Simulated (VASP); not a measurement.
Y:

```
Y
1.0
     3.57294    0.00000    0.00000
    -1.78647    3.09426    0.00000
     0.00000    0.00000    5.61362
Y
2
Cartesian
  1.7865 1.0314 4.2102
  0.0000 2.0628 1.4034
```

This cell differs from its parent crystal: volume scaled by 0.94.

Base run:

- Program: VASP 6.6.1
- Functional: PBE
- Potentials or basis: VASP PAW PBE potentials, release 64 (Y_sv)
- Cutoff: 520 eV
- k mesh: 8 × 8 × 5
- Occupations: fermi-dirac, width 0.05 eV
- Spin: no spin polarisation

Its results: band gap on the k mesh zero (band 11 reaches 4.34 eV, above the bottom of band 12 at 2.88 eV); pressure 2.4 GPa.

Q: The run is repeated on the same cell with these changes: functional from PBE to PBEsol; further incar settings from ALGO = Normal; EDIFF = 1e-06; NBANDS = 18 to ALGO = Fast; EDIFF = 1e-06; NBANDS = 18. What comes out?

A: Band gap on the k mesh zero (band 11 reaches 4.24 eV, above the bottom of band 12 at 2.77 eV); pressure 0.3 GPa.

Caveats: the PAW data sets were made with another functional, which shifts forces and pressure a little (some runs).
